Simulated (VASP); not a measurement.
# MoS2 (P6_3/mmc) in VASP: notebook, part 2 of 3

VASP 6.6.1. The steps go on from the part before.

### 3 Relaxation of shape and atoms at fixed volume, PBEsol, collinear spin (17.63 Å³/atom)

This run uses another cell than the first one, of 17.63 Å³/atom.

Input file INCAR:

```
ALGO = Normal
EDIFF = 1E-7
EDIFFG = -0.01
ENCUT = 500
GGA = PS
GGA_COMPAT = False
IBRION = 2
ISIF = 4
ISMEAR = 0
ISPIN = 2
LASPH = True
LCHARG = False
LMAXMIX = 4
LORBIT = 11
LREAL = False
LWAVE = False
MAGMOM = 0.05 0.05 0 0 0 0
NELM = 200
NELMIN = 4
NSW = 60
PREC = Accurate
SIGMA = 0.05
```

Input file KPOINTS:

```
k-points
0
Gamma
  8 8 2
```

Input file POSCAR:

```
MoS2
1.0
    3.1208311201      0.0000000000      0.0000000000
   -1.5604155601      2.7027190309      0.0000000000
    0.0000000000      0.0000000000     12.5408396812
Mo S
2 4
Direct
    0.3333333333      0.6666666667      0.2500000000
    0.6666666667      0.3333333333      0.7500000000
    0.3333333333      0.6666666667      0.6265210559
    0.6666666667      0.3333333333      0.1265210559
    0.3333333333      0.6666666667      0.8734789441
    0.6666666667      0.3333333333      0.3734789441
```

Potentials or basis: VASP PAW PBE potentials, release 64 (Mo_sv, S).

Command:

```sh
> cat potpaw_PBE.64/Mo_sv/POTCAR potpaw_PBE.64/S/POTCAR > POTCAR
> mpirun -np 1 vasp_std > vasp.out
```

OUTCAR:

```text
EDIFF = 1E-7
   EDIFFG = -0.01
   ENCUT = 500
   GGA = PS
   IBRION = 2
   ISIF = 4
   ISMEAR = 0
   ISPIN = 2
   LASPH = True
   LORBIT = 11
   LREAL = False
   NELM = 200
   NELMIN = 4
   NSW = 60
   PREC = Accurate

 ion  position               nearest neighbor table
   1  0.333  0.667  0.250-   4 2.38   6 2.38   4 2.38   6 2.38   4 2.38   6 2.38
   2  0.667  0.333  0.750-   3 2.38   5 2.38   3 2.38   5 2.38   3 2.38   5 2.38
   3  0.333  0.667  0.627-   2 2.38   2 2.38   2 2.38
   4  0.667  0.333  0.127-   1 2.38   1 2.38   1 2.38
   5  0.333  0.667  0.873-   2 2.38   2 2.38   2 2.38
   6  0.667  0.333  0.373-   1 2.38   1 2.38   1 2.38

  LATTYP: Found a hexagonal cell.
 ALAT       =     3.1208311201
 C/A-ratio  =     4.0184294499

  Lattice vectors:

 A1 = (   3.1208311201,   0.0000000000,   0.0000000000)
 A2 = (  -1.5604155601,   2.7027190309,   0.0000000000)
 A3 = (   0.0000000000,   0.0000000000,  12.5408396812)

Analysis of symmetry for initial positions (statically):
=====================================================================
 Subroutine PRICEL returns:
 Original cell was already a primitive cell.

 Routine SETGRP: Setting up the symmetry group for a
 hexagonal supercell.

 Subroutine GETGRP returns: Found 24 space group operations
 (whereof 12 operations were pure point group operations)
 out of a pool of 24 trial point group operations.

The static configuration has the point symmetry D_3d.
 The point group associated with its full space group is D_6h.

Analysis of symmetry for dynamics (positions and initial velocities):
=====================================================================
 Subroutine PRICEL returns:
 Original cell was already a primitive cell.

 Routine SETGRP: Setting up the symmetry group for a
 hexagonal supercell.

 Subroutine GETGRP returns: Found 24 space group operations
 (whereof 12 operations were pure point group operations)
 out of a pool of 24 trial point group operations.

The dynamic configuration has the point symmetry D_3d.
 The point group associated with its full space group is D_6h.

Analysis of structural, dynamic, and magnetic symmetry:
=====================================================================
 Subroutine PRICEL returns:
 Original cell was already a primitive cell.

 Routine SETGRP: Setting up the symmetry group for a
 hexagonal supercell.

 Subroutine GETGRP returns: Found 24 space group operations
 (whereof 12 operations were pure point group operations)
 out of a pool of 24 trial point group operations.

The overall configuration has the point symmetry D_3d.
 The point group associated with its full space group is D_6h.

 Subroutine INISYM returns: Found 24 space group operations
 (whereof 12 operations are pure point group operations),
 and found     1 'primitive' translations

----------------------------------------------------------------------------------------

                                     Primitive cell

  volume of cell :     105.7786

  direct lattice vectors                    reciprocal lattice vectors
     3.120831120  0.000000000  0.000000000     0.320427464  0.184998882  0.000000000
[... 79 lines left out ...]
 SYSTEM =  unknown system
   PREC   = accura    normal or accurate (medium, high low for compatibility)
   ISTART =      0    job   : 0-new  1-cont  2-samecut
   ICHARG =      2    charge: 1-file 2-atom 10-const
   ISPIN  =      2    spin polarized calculation?
   LNONCOLLINEAR =      F non collinear calculations
   LSORBIT =      F    spin-orbit coupling
   LASPH  =      T    aspherical Exc in radial PAW
   ENCUT  =  500.0 eV  36.75 Ry    6.06 a.u.   5.69  5.69 22.86*2*pi/ulx,y,z
   NELM   =    200;   NELMIN=  4; NELMDL= -5     # of ELM steps
   EDIFF  = 0.1E-06   stopping-criterion for ELM
   LREAL  =      F    real-space projection
   EDIFFG = -.1E-01   stopping-criterion for IOM
   NSW    =     60    number of steps for IOM
   IBRION =      2    ionic relax: 0-MD 1-quasi-New 2-CG
   NFREE  =      1    steps in history (QN), initial steepest desc. (CG)
   ISIF   =      4    stress and relaxation
   ISYM   =      2    0-nonsym 1-usesym 2-fastsym
   POTIM  = 0.5000    time-step for ionic-motion
   TEBEG  =    0.0;   TEEND  =   0.0 temperature during run
   PSTRESS=    0.0 pullay stress
   NELECT =      52.0000    total number of electrons
   NUPDOWN=      -1.0000    fix difference up-down
   EMIN   =  10.00;   EMAX   =-10.00  energy-range for DOS
   EFERMI =   0.00;   METHOD = LEGACY
   ISMEAR =     0;   SIGMA  =   0.05  broadening in eV -4-tet -1-fermi 0-gaus
   EFERMI_NEDOS =   21; number of points for ismear=-14 and -15
   IALGO  =     38    algorithm
   IMIX   =      4    mixing-type and parameters
     AMIX     =   0.40;   BMIX     =  1.00
     AMIX_MAG =   1.60;   BMIX_MAG =  1.00
  volume/ion in A,a.u.               =      17.63       118.97
  Fermi-wavevector in a.u.,A,eV,Ry     =   1.292042  2.441606 22.713198  1.669373
  Thomas-Fermi vector in A             =   2.423775
   LORBIT       =     11    0 simple, 1 ext, 2 COOP (PROOUT), +10 PAW based schemes
   GGA     = PS    functional components
   LHFCALC =     F    Hartree Fock is set to
   AEXX    =    0.0000 exact exchange contribution
   IVDW    =     0    specifies the selected vdW correction
   LEPSILON=     F    determine dielectric tensor
   LRPA    =     F    only Hartree local field effects (RPA)
 conjugate gradient relaxation of ions
 spin polarized calculation
 Gauss-broadening in eV      SIGMA  =   0.05
  energy-cutoff  :      500.00
  volume of cell :      105.78
 maximum number of plane-waves:      2708
 NGX is ok and might be reduce to    24
   NGX = 11   NGY = 11   NGZ = 45

--------------------------------------- Ionic step        1  -------------------------------------------

 number of electron      52.0000000 magnetization       0.0000038

 Free energy of the ion-electron system (eV)
  ---------------------------------------------------
  ext. energy  EPLUGINS =         0.00000000
  ---------------------------------------------------
  free energy    TOTEN  =       -46.88347949 eV

  energy without entropy =      -46.88347949  energy(sigma->0) =      -46.88347949

------------------------ aborting loop because EDIFF is reached ----------------------------------------

  FORCE on cell =-STRESS in cart. coord.  units (eV):
  Direction    XX          YY          ZZ          XY          YZ          ZX
  --------------------------------------------------------------------------------------
  -------------------------------------------------------------------------------------
  Total        2.0194351      2.0194351      2.1928238     -0.0000000     -0.0000000      0.0000000
  in kB       30.5874089     30.5874089     33.2136446     -0.0000000     -0.0000000      0.0000000
  external PRESSURE =      31.4628208 kB  Pullay stress =       0.0000000 kB
[... 147 lines left out ...]
--------------------------------------- Ionic step        5  -------------------------------------------

 number of electron      51.9999998 magnetization      -0.0000000

 Free energy of the ion-electron system (eV)
  ---------------------------------------------------
  ext. energy  EPLUGINS =         0.00000000
  ---------------------------------------------------
  free energy    TOTEN  =       -46.90230486 eV

  energy without entropy =      -46.90230486  energy(sigma->0) =      -46.90230486

 E-fermi :   7.9238     XC(G=0): -11.0367

 val. band max:        7.5202509009   @ k =   0.0000   0.0000   0.0000
 cond. band min:       8.5386376575   @ k =   0.2500   0.1250   0.0000
 fundamental gap:      1.0183867566
 Fermi energy:         7.9238189217

 spin component 1

 k-point     1 :       0.0000    0.0000    0.0000
  band No.  band energies     occupation
      1     -53.8126      1.00000
      2     -53.8126      1.00000
      3     -28.0263      1.00000
      4     -28.0262      1.00000
      5     -27.7603      1.00000
      6     -27.7603      1.00000
[... 669 lines left out ...]
     30       9.9481      0.00000
     31      10.4157      0.00000
 Fermi energy:         7.9238189217

 spin component 2

 k-point     1 :       0.0000    0.0000    0.0000
  band No.  band energies     occupation
      1     -53.8126      1.00000
      2     -53.8126      1.00000
      3     -28.0263      1.00000
      4     -28.0262      1.00000
      5     -27.7603      1.00000
      6     -27.7603      1.00000
[... 702 lines left out ...]
  FREE ENERGIE OF THE ION-ELECTRON SYSTEM (eV)
  ---------------------------------------------------
  free  energy   TOTEN  =       -46.9023048578 eV

  energy  without entropy=      -46.9023048578  energy(sigma->0) =      -46.90230486

 reached required accuracy - stopping structural energy minimisation

 total charge

# of ion       s       p       d       tot
------------------------------------------
    1        2.300   6.231   3.996  12.528
    2        2.300   6.231   3.996  12.528
    3        1.358   2.326   0.000   3.685
    4        1.358   2.326   0.000   3.685
    5        1.358   2.326   0.000   3.685
    6        1.358   2.326   0.000   3.685
--------------------------------------------------
tot         10.033  21.768   7.993  39.794

 magnetization (x)

# of ion       s       p       d       tot
------------------------------------------
    1       -0.000  -0.000  -0.000  -0.000
    2       -0.000  -0.000  -0.000  -0.000
    3        0.000   0.000   0.000   0.000
    4        0.000   0.000   0.000   0.000
    5        0.000   0.000   0.000   0.000
    6        0.000   0.000   0.000   0.000
--------------------------------------------------
tot         -0.000   0.000  -0.000  -0.000
```

Run time: 11 min. Hardware: 1 thread of Oxide Virtual Turin-like, shared host; peak memory 0.27 GiB.

Results:

```yaml
Free_energy: -46.9023 eV
Energy_gained_by_relaxing: 3.1 meV/atom
Ionic_steps: 5
Pressure_after_relaxing: 0.4 GPa
Largest_force_after_relaxing: 0.005 eV/Å
Band_gap_on_the_k_mesh: 1.02 eV (least direct gap 2.03 eV)
Net_moment: 0.00 μB per cell
Valence_electrons_inside_the_program's_atomic_spheres: Mo 12.53; S 3.69
```

Forces in eV/Å, atoms in the order of the input:
```
Mo   0.000  0.000  0.000
Mo   0.000  0.000  0.000
S    0.000  0.000 -0.005
S    0.000  0.000 -0.005
S    0.000  0.000  0.005
S    0.000  0.000  0.005
```

The path:
```
step  energy change (eV)  largest force (eV/Å)  pressure (GPa)  volume (Å³)
   1              0.0000                0.3519            3.15       105.78
   2             -0.0111                0.0064            1.34       105.78
   3             -0.0112                0.0166            1.46       105.78
   4             -0.0169                0.0110            0.91       105.78
   5             -0.0188                0.0052            0.37       105.78
```

Final structure:
```yaml
crystal:
  lattice:
    - [3.13844, 0.00000, 0.00000]
    - [-1.56922, 2.71797, 0.00000]
    - [0.00000, 0.00000, 12.40049]
  atoms:
    - { symbol: Mo, position: [0.33333, 0.66667, 0.25000] }
    - { symbol: Mo, position: [0.66667, 0.33333, 0.75000] }
    - { symbol: S, position: [0.33333, 0.66667, 0.62426] }
    - { symbol: S, position: [0.66667, 0.33333, 0.12426] }
    - { symbol: S, position: [0.33333, 0.66667, 0.87574] }
    - { symbol: S, position: [0.66667, 0.33333, 0.37574] }
```

Caveat: the PAW data sets were made with another functional, which shifts forces and pressure a little; this functional lacks dispersion, which binds layers or chains, so the pressure and a relaxed spacing across them are unreliable. A k mesh can miss the band edges.

(Continued in part 3 of 3.)
